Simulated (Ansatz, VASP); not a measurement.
LiH3 in VASP and in Ansatz

```
Li H
1.0
     2.82320    0.00000    0.00000
    -1.41160    2.44496    0.00000
     0.00000    0.00000    4.93893
Li H
1 3
Direct
  0.00000 0.00000 0.50000
  0.00000 0.00000 0.80263
  0.00000 0.00000 0.19737
  0.00000 0.00000 0.00000
```

Alike in both runs: task single point; functional PBE; k mesh 6 × 6 × 4; occupations gaussian, width 0.1 eV; no spin polarisation.

|  | VASP | Ansatz |
| --- | --- | --- |
| version | VASP 6.6.1 | Ansatz 0.2.0 |
| potentials or method | VASP PAW PBE potentials, release 64 (Li_sv, H), cutoff 520 eV | scalar-relativistic, plane waves, PAW |
| valence electrons in the cell | 6 | 6 |

```tsv
	VASP	Ansatz	Ansatz less VASP
gap on the k mesh at the Fermi level (eV)	0.48	0.47	-0.012
least direct gap on the mesh (eV)	1.96	1.97	+0.007
rms of the force components (eV/Å)	0.283	0.268	-0.0153
```

Atom by atom the forces differ by 0.015 eV/Å (rms over components).

The k mesh is coarse, so the values compare programs but aren't converged. Noted on VASP's run: the cutoff is short for stress, so the pressure is rough.
